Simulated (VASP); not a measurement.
Set up this calculation in VASP 6.6.1, as the native input.

| Quantity | Value |
| --- | --- |
| Task | single point |
| Functional | pbe exchange, pbesol correlation |
| Potentials or basis | VASP PAW PBE potentials, release 64 (Tl_d) |
| Cutoff | 500 eV |
| k mesh | 9 × 9 × 9 |
| Occupations | fermi-dirac, width 0.1 eV |
| Spin | collinear spin |
| Starting moments | [0.5] μB |
| Dipole correction | no |
| Further INCAR settings | ALGO = Normal; EDIFF = 1e-06; NBANDS = 16 |

The structure of Tl lies in POSCAR:

```
Tl
1.0
    0.0000000000      2.5173297843      2.5173297843
    2.5173297843      0.0000000000      2.5173297843
    2.5173297843      2.5173297843      0.0000000000
Tl
1
Direct
    0.0000000000      0.0000000000      0.0000000000
```

This isn't the form of Tl at room conditions, which is hcp.

One way to write it, as run:

INCAR

```
ALGO = Normal
EDIFF = 1E-6
ENCUT = 500
GGA = LIBXC
GGA_COMPAT = F
ISIF = 2
ISMEAR = -1
ISPIN = 2
LASPH = T
LCHARG = F
LIBXC1 = GGA_X_PBE
LIBXC2 = GGA_C_PBE_SOL
LORBIT = 11
LREAL = F
LWAVE = F
MAGMOM = 0.5
NBANDS = 16
NELM = 200
PREC = Accurate
SIGMA = 0.1
```

KPOINTS

```
k-points
0
Gamma
  9 9 9
```

Potentials or basis: VASP PAW PBE potentials, release 64 (Tl_d).

Run with:

```console
$ cat potpaw_PBE.64/Tl_d/POTCAR > POTCAR
$ mpirun -np 1 vasp_std > vasp.out
```

It gave:

```json
{
  "Pressure": "-0.1 GPa",
  "Net moment": "0.00 μB per cell",
  "Valence electrons inside the program's atomic spheres": "Tl 11.18"
}
```

Caveat: the PAW data sets were made with another functional, which shifts forces and pressure a little.

Run time: 30 s on 1 thread of Intel(R) Xeon(R) Platinum 8488C (Sapphire Rapids) (shared host), peak memory 0.18 GiB.
